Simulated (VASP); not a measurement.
# Mg (C2/m) in VASP: single point with PBE

Aim: the single point of Mg with PBE.

Program: VASP 6.6.1. These are calculated values, not measurements. Logs are shortened: lines on timing, memory, paths and dates and some standing lists are left out, and cuts for length are marked.

## Step 1: The cell of the first run

It takes space group C2/m (No. 12, monoclinic). Conventional cell: a = 3.052 Å, b = 5.283 Å, c = 3.046 Å, α = 90.00°, β = 93.44°, γ = 90.00°. Mg (site symmetry 2/m) has 8 Mg at 3.05 Å within 4.0 Å.

## Step 2: Single point, PBE (strain -0.0600 x Voigt [0, 0, 0, 0, 1, 0])

INCAR reads:

```
SYSTEM = Mg
ALGO = Fast
EDIFF = 1E-6
ENCUT = 520
GGA = PE
ISIF = 2
ISMEAR = 0
LASPH = .True.
LCHARG = .False.
LREAL = .False.
LWAVE = .False.
NBANDS = 7
NELM = 60
PREC = Accurate
SIGMA = 0.15
```

KPOINTS reads:

```
k-points
0
Gamma
  18 18 16
  0 0 0
```

POSCAR reads:

```
Mg
1.0
    3.0502998005      0.0000000000     -0.0915089940
   -1.5251499003      2.6416371164      0.0457544970
   -0.0913451271      0.0000000000      3.0448375700
Mg
1
Direct
    0.0000000000      0.0000000000      0.0000000000
```

Potentials or basis: VASP PAW PBE potentials, release 64 (Mg).

Launch:

```
$ cat potpaw_PBE.64/Mg/POTCAR > POTCAR
$ mpirun -np 1 vasp_std > vasp.out
```

OUTCAR:

```text
SYSTEM = Mg
   EDIFF = 1E-6
   ENCUT = 520
   GGA = PE
   ISIF = 2
   ISMEAR = 0
   LASPH = .True.
   LREAL = .False.
   NELM = 60
   PREC = Accurate

 ion  position               nearest neighbor table
   1  0.000  0.000  0.000-

  LATTYP: Found a base centered monoclinic cell.
 ALAT       =     3.0516721267
 B/A-ratio  =     1.7312719104
 C/A-ratio  =     0.9982092808
 COS(beta)  =    -0.0599460486

  Lattice vectors:

 A1 = (   1.5251499003,  -2.6416371164,  -0.0457544970)
 A2 = (   1.5251499002,   2.6416371164,  -0.0457544970)
 A3 = (  -0.0913451271,   0.0000000000,   3.0448375700)

Analysis of symmetry for initial positions (statically):
=====================================================================
 Subroutine PRICEL returns:
 Original cell was already a primitive cell.

 Routine SETGRP: Setting up the symmetry group for a
 base centered monoclinic supercell.

 Subroutine GETGRP returns: Found  4 space group operations
 (whereof  4 operations were pure point group operations)
 out of a pool of  4 trial point group operations.

The static configuration has the point symmetry C_2h.

Analysis of symmetry for dynamics (positions and initial velocities):
=====================================================================
 Subroutine PRICEL returns:
 Original cell was already a primitive cell.

 Routine SETGRP: Setting up the symmetry group for a
 base centered monoclinic supercell.

 Subroutine GETGRP returns: Found  4 space group operations
 (whereof  4 operations were pure point group operations)
 out of a pool of  4 trial point group operations.

The dynamic configuration has the point symmetry C_2h.

 Subroutine INISYM returns: Found  4 space group operations
 (whereof  4 operations are pure point group operations),
 and found     1 'primitive' translations

----------------------------------------------------------------------------------------

                                     Primitive cell

  volume of cell :      24.5126

  direct lattice vectors                    reciprocal lattice vectors
     3.050299800  0.000000000 -0.091508994     0.328131946  0.189276565  0.009843958
    -1.525149900  2.641637116  0.045754497     0.000000000  0.378553130  0.000000000
    -0.091345127  0.000000000  3.044837570     0.009861618  0.000000000  0.328720593

  length of vectors
     3.051672127  3.050642940  3.046207439     0.378936797  0.378553130  0.328868484

  position of ions in fractional coordinates (direct lattice)
     0.000000000  0.000000000  0.000000000

  ion indices of the primitive-cell ions
   primitive index   ion index
                 1           1

----------------------------------------------------------------------------------------

 KPOINTS: k-points

Automatic generation of k-mesh.
 Grid dimensions read from file:
 generate k-points for:   18   18   16

 Generating k-lattice:

  Cartesian coordinates                     Fractional coordinates (reciprocal lattice)
     0.018229553  0.010515365  0.000546887     0.055555556  0.000000000  0.000000000
     0.000000000  0.021030729  0.000000000     0.000000000  0.055555556  0.000000000
     0.000616351  0.000000000  0.020545037    -0.000000000  0.000000000  0.062500000

  Length of vectors
     0.021052044  0.021030729  0.020554280

  Shift w.r.t. Gamma in fractional coordinates (k-lattice)
     0.000000000  0.000000000  0.000000000

 Subroutine IBZKPT returns following result:
 ===========================================

 Found   1379 irreducible k-points:

 Following reciprocal coordinates:
            Coordinates               Weight
  0.000000  0.000000  0.000000      1.000000
  0.055556 -0.000000  0.000000      4.000000
  0.111111 -0.000000  0.000000      4.000000
  0.166667 -0.000000  0.000000      4.000000
  0.222222 -0.000000 -0.000000      4.000000
  0.277778  0.000000  0.000000      4.000000
[... 16 lines left out ...]
 -0.333333  0.055556 -0.000000      4.000000
 -0.277778  0.055556 -0.000000      4.000000
 [... further k-points ...]
   k-points           NKPTS =   1379   k-points in BZ     NKDIM =   1379   number of bands    NBANDS=      7
   number of dos      NEDOS =    301   number of ions     NIONS =      1
   total plane-waves  NPLWV =  13824
   dimension x,y,z NGX =    24 NGY =   24 NGZ =   24
   dimension x,y,z NGXF=    48 NGYF=   48 NGZF=   48
   ions per type =               1
   NGX,Y,Z   is equivalent  to a cutoff of  13.07, 13.08, 13.10 a.u.
   NGXF,Y,Z  is equivalent  to a cutoff of  26.15, 26.16, 26.20 a.u.
 SYSTEM =  Mg
   PREC   = accura    normal or accurate (medium, high low for compatibility)
   ISTART =      0    job   : 0-new  1-cont  2-samecut
   ICHARG =      2    charge: 1-file 2-atom 10-const
   ISPIN  =      1    spin polarized calculation?
   LNONCOLLINEAR =      F non collinear calculations
   LSORBIT =      F    spin-orbit coupling
   LASPH  =      T    aspherical Exc in radial PAW
   ENCUT  =  520.0 eV  38.22 Ry    6.18 a.u.   5.67  5.67  5.66*2*pi/ulx,y,z
   NELM   =     60;   NELMIN=  2; NELMDL= -5     # of ELM steps
   EDIFF  = 0.1E-05   stopping-criterion for ELM
   LREAL  =      F    real-space projection
   EDIFFG = 0.1E-04   stopping-criterion for IOM
   NSW    =      0    number of steps for IOM
   IBRION =     -1    ionic relax: 0-MD 1-quasi-New 2-CG
   NFREE  =      0    steps in history (QN), initial steepest desc. (CG)
   ISIF   =      2    stress and relaxation
   ISYM   =      2    0-nonsym 1-usesym 2-fastsym
   POTIM  = 0.5000    time-step for ionic-motion
   TEBEG  =    0.0;   TEEND  =   0.0 temperature during run
   PSTRESS=    0.0 pullay stress
   NELECT =       2.0000    total number of electrons
   NUPDOWN=      -1.0000    fix difference up-down
   EMIN   =  10.00;   EMAX   =-10.00  energy-range for DOS
   EFERMI =   0.00;   METHOD = LEGACY
   ISMEAR =     0;   SIGMA  =   0.15  broadening in eV -4-tet -1-fermi 0-gaus
   EFERMI_NEDOS =   21; number of points for ismear=-14 and -15
   IALGO  =     68    algorithm
   IMIX   =      4    mixing-type and parameters
     AMIX     =   0.40;   BMIX     =  1.00
     AMIX_MAG =   1.60;   BMIX_MAG =  1.00
  volume/ion in A,a.u.               =      24.51       165.42
  Fermi-wavevector in a.u.,A,eV,Ry     =   0.710049  1.341799  6.859652  0.504170
  Thomas-Fermi vector in A             =   1.796794
   LORBIT       =      0    0 simple, 1 ext, 2 COOP (PROOUT), +10 PAW based schemes
   GGA     = PE    functional components
   LHFCALC =     F    Hartree Fock is set to
   AEXX    =    0.0000 exact exchange contribution
   IVDW    =     0    specifies the selected vdW correction
   LEPSILON=     F    determine dielectric tensor
   LRPA    =     F    only Hartree local field effects (RPA)
 non-spin polarized calculation
 RMM-DIIS sequential band-by-band and
 Gauss-broadening in eV      SIGMA  =   0.15
  energy-cutoff  :      520.00
  volume of cell :       24.51
 maximum number of plane-waves:       674
   NGX = 11   NGY = 11   NGZ = 11

 number of electron       2.0000000 magnetization

 Free energy of the ion-electron system (eV)
  ---------------------------------------------------
  ext. energy  EPLUGINS =         0.00000000
  ---------------------------------------------------
  free energy    TOTEN  =        -1.27945678 eV

  energy without entropy =       -1.27372523  energy(sigma->0) =       -1.27659101

 E-fermi :   2.2673     XC(G=0):  -8.2677

 val. band max:        2.2608907622   @ k =   0.0000   0.2778   0.4375
 cond. band min:       2.2680606034   @ k =   0.1667   0.2222   0.5000
 fundamental gap:      0.0071698413
 Fermi energy:         2.2672692285

 k-point     1 :       0.0000    0.0000    0.0000
  band No.  band energies     occupation
      1      -4.3765      2.00000
      2      10.3115      0.00000
      3      11.0499      0.00000
      4      14.8422      0.00000
      5      14.8674      0.00000
      6      15.9437      0.00000
      7      15.9701      0.00000

 k-point     2 :       0.0556   -0.0000    0.0000
  band No.  band energies     occupation
      1      -4.3097      2.00000
      2      10.2950      0.00000
      3      11.1147      0.00000
      4      13.6707      0.00000
      5      14.3118      0.00000
      6      15.9486      0.00000
      7      16.6009      0.00000

 k-point     3 :       0.1111   -0.0000    0.0000
  band No.  band energies     occupation
      1      -4.1093      2.00000
      2      10.1661      0.00000
      3      11.2879      0.00000
      4      12.0606      0.00000
      5      13.5459      0.00000
      6      15.5366      0.00000
      7      17.7064      0.00000

 k-point     4 :       0.1667   -0.0000    0.0000
  band No.  band energies     occupation
      1      -3.7763      2.00000
      2       9.4046      0.00000
      3      11.0416      0.00000
      4      11.6292      0.00000
      5      12.8500      0.00000
      6      15.1288      0.00000
      7      18.9657      0.00000

 k-point     5 :       0.2222   -0.0000   -0.0000
  band No.  band energies     occupation
      1      -3.3121      2.00000
      2       7.9251      0.00000
      3      10.8638      0.00000
      4      11.9902      0.00000
      5      12.2545      0.00000
      6      14.9181      0.00000
      7      20.3428      0.00000

 k-point     6 :       0.2778    0.0000    0.0000
  band No.  band energies     occupation
      1      -2.7186      2.00000
      2       6.3566      0.00000
      3      10.8021      0.00000
      4      11.7655      0.00000
      5      12.4417      0.00000
      6      14.9969      0.00000
      7      20.0348      0.00000

 k-point     7 :       0.3333   -0.0000    0.0000
  band No.  band energies     occupation
      1      -1.9983      2.00000
      2       4.8492      0.00000
      3      10.7166      0.00000
      4      11.3848      0.00000
      5      12.9850      0.00000
      6      15.3733      0.00000
      7      18.7637      0.00000
[... 121 lines left out ...]
 k-point    20 :       0.5000    0.0556    0.0000
  band No.  band energies     occupation
      1       0.3629      2.00000
      2       1.5823      2.00000
      3       9.2234      0.00000
      4      12.2033      0.00000
      5      14.8259      0.00000
      6      15.8266      0.00000
      7      17.5458      0.00000

 k-point    21 :      -0.4444    0.0556    0.0000
  band No.  band energies     occupation
      1      -0.6397      2.00000
      2       2.8141      0.00000
      3       9.3245      0.00000
      4      12.2301      0.00000
      5      14.0561      0.00000
      6      16.3139      0.00000
      7      17.2789      0.00000

 k-point    22 :      -0.3889    0.0556   -0.0000
  band No.  band energies     occupation
      1      -1.5422      2.00000
      2       4.1733      0.00000
      3       9.5179      0.00000
      4      12.2524      0.00000
      5      13.4036      0.00000
      6      15.8166      0.00000
      7      18.2393      0.00000

 k-point    23 :      -0.3333    0.0556   -0.0000
  band No.  band energies     occupation
      1      -2.3243      2.00000
      2       5.6346      0.00000
      3       9.7863      0.00000
      4      12.1958      0.00000
      5      12.9207      0.00000
      6      15.4193      0.00000
      7      19.4579      0.00000

 k-point    24 :      -0.2778    0.0556   -0.0000
  band No.  band energies     occupation
      1      -2.9814      2.00000
      2       7.1782      0.00000
      3      10.0977      0.00000
      4      12.0049      0.00000
      5      12.6531      0.00000
      6      15.3401      0.00000
      7      20.2471      0.00000

 [... further k-points ...]

------------------------ aborting loop because EDIFF is reached ----------------------------------------

  FORCE on cell =-STRESS in cart. coord.  units (eV):
  Direction    XX          YY          ZZ          XY          YZ          ZX
  --------------------------------------------------------------------------------------
  -------------------------------------------------------------------------------------
  Total        0.2056720      0.2093126      0.1320388     -0.0000000      0.0000000     -0.1297457
  in kB       13.4430263     13.6809800      8.6302531     -0.0000000      0.0000000     -8.4803679
  external PRESSURE =      11.9180865 kB  Pullay stress =       0.0000000 kB

 VOLUME and BASIS-vectors are now :
 -----------------------------------------------------------------------------
  energy-cutoff  :      520.00
  volume of cell :       24.51
      direct lattice vectors                 reciprocal lattice vectors
     3.050299800  0.000000000 -0.091508994     0.328131946  0.189276565  0.009843958
    -1.525149900  2.641637116  0.045754497     0.000000000  0.378553130  0.000000000
    -0.091345127  0.000000000  3.044837570     0.009861618  0.000000000  0.328720593

 POSITION                                       TOTAL-FORCE (eV/Angst)
 -----------------------------------------------------------------------------------
      0.00000      0.00000      0.00000         0.000000      0.000000      0.000000
 -----------------------------------------------------------------------------------
    total drift:                                0.000000      0.000000      0.000000

  FREE ENERGIE OF THE ION-ELECTRON SYSTEM (eV)
  ---------------------------------------------------
  free  energy   TOTEN  =        -1.2794567842 eV

  energy  without entropy=       -1.2737252283  energy(sigma->0) =       -1.27659101
```

Wall time 90 s (1 thread of Intel Xeon 8259CL, shared host); peak memory 0.35 GiB.

What came out:

```yaml
Free_energy: -1.2795 eV
Pressure: 1.2 GPa
Band_gap_on_the_k_mesh: zero (bands 1 and 2 overlap by 5.17 eV)
```

Caveat: the cell differs from its parent crystal (strain -0.0600 x Voigt [0, 0, 0, 0, 1, 0]).
